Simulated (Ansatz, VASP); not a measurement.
One calculation of Ir, two programs

INCAR

```
ALGO = Normal ; EDIFF = 1E-6
ENCUT = 560 ; GGA = CA
GGA_COMPAT = False ; ISIF = 2
ISMEAR = 0 ; LASPH = True
LCHARG = False ; LREAL = False
LWAVE = False ; NBANDS = 14
NELM = 120 ; PREC = Accurate
SIGMA = 0.15
```

Contents of KPOINTS:

```
k-points
0
Gamma
  8 8 8
```

File POSCAR:

```
Ir
1.0
    0.0000000000      1.9197000000      2.0348820000
    1.9197000000      0.0000000000      2.0348820000
    1.9197000000      1.9197000000      0.0000000000
Ir
1
Direct
    0.0000000000      0.0000000000      0.0000000000
```

Input for Ansatz:

```yaml
crystal:
  lattice:
    - [0.0, 1.9197, 2.034882]
    - [1.9197, 0.0, 2.034882]
    - [1.9197, 1.9197, 0.0]
  atoms:
    - { symbol: Ir, position: [0.0, 0.0, 0.0] }
basis:
  ecutwfc: 420
kpoints:
  mp_grid: { grid: [8, 8, 8] }
hamiltonian:
  xc: lda
scf:
  occupations: { method: gaussian, width: 0.15 }
output:
  forces: true
  stress: true
  eigenvalues: true
```

Change from the starting cell: strain +0.0600 x Voigt [0, 0, 1, 0, 0, 0], atoms carried along.

Alike in both runs: task single point; functional LDA; k mesh 8 × 8 × 8; occupations gaussian, width 0.15 eV; no spin polarisation.

|  | VASP | Ansatz |
| --- | --- | --- |
| version | VASP 6.6.1 | Ansatz 0.2.0 |
| potentials or method | VASP PAW LDA potentials, release 64 (Ir_sv_GW), cutoff 560 eV | scalar-relativistic, plane waves, PAW |
| valence electrons in the cell | 17 | 17 |

VASP gave:

- gap on the k mesh at the Fermi level (eV): none
- pressure (GPa): -25.1
- traceless stress, the component that is largest in VASP (GPa): -11.48

Task: Estimate Ansatz's values.

Result: gap on the k mesh at the Fermi level (eV): none; pressure (GPa): -24.6; traceless stress, the component that is largest in VASP (GPa): -11.53.

LDA's correlation is that of Perdew and Zunger in VASP and of Perdew and Wang (1992) in Ansatz. A gap of «none» marks a metal or a gap that the smearing closes.

Spin-orbit coupling is off throughout.
